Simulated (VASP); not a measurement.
Write the native input for VASP 6.6.1 that does the following.

* Task: single point
* Functional: PBE
* Potentials or basis: VASP PAW PBE potentials, release 64 (Na_pv)
* Cutoff: 520 eV
* k mesh: 11 × 11 × 11
* Occupations: fermi-dirac, width 0.03 eV
* Spin: no spin polarisation
* Dipole correction: no
* Further INCAR settings: ALGO = Normal; EDIFF = 1e-06; NBANDS = 10

The structure of Na lies in POSCAR:

```
Na
1.0
   -2.1590301515      2.1590301515      2.1590301515
    2.1590301515     -2.1590301515      2.1590301515
    2.1590301515      2.1590301515     -2.1590301515
Na
1
Direct
    0.0000000000      0.0000000000      0.0000000000
```

This cell differs from its parent crystal: volume scaled by 1.06.

These files were run (other wordings do the same):

INCAR

```
SYSTEM = Na
  PREC = Accurate
  ENCUT = 520
  EDIFF = 1E-6
  ISMEAR = -1
  SIGMA = 0.03
  LREAL = .False.
  LASPH = .True.
  NELM = 60
  ALGO = Normal
  ISIF = 2
  LWAVE = .False.
  LCHARG = .True.
  GGA = PE
  LELF = .True.
  LVHAR = .True.
  NBANDS = 10
```

KPOINTS

```
regular mesh
0
Gamma
  11 11 11
  0 0 0
```

Potentials or basis: VASP PAW PBE potentials, release 64 (Na_pv).

Launch:

```console
$ cat potpaw_PBE.64/Na_pv/POTCAR > POTCAR
$ mpirun -np 1 vasp_std > vasp.out
```

Results of the run:

```
Pressure : -0.6 GPa
```

Wall time 8.3 s on 1 thread of Intel(R) Xeon(R) Platinum 8488C (Sapphire Rapids) (shared host), peak memory 0.15 GiB.
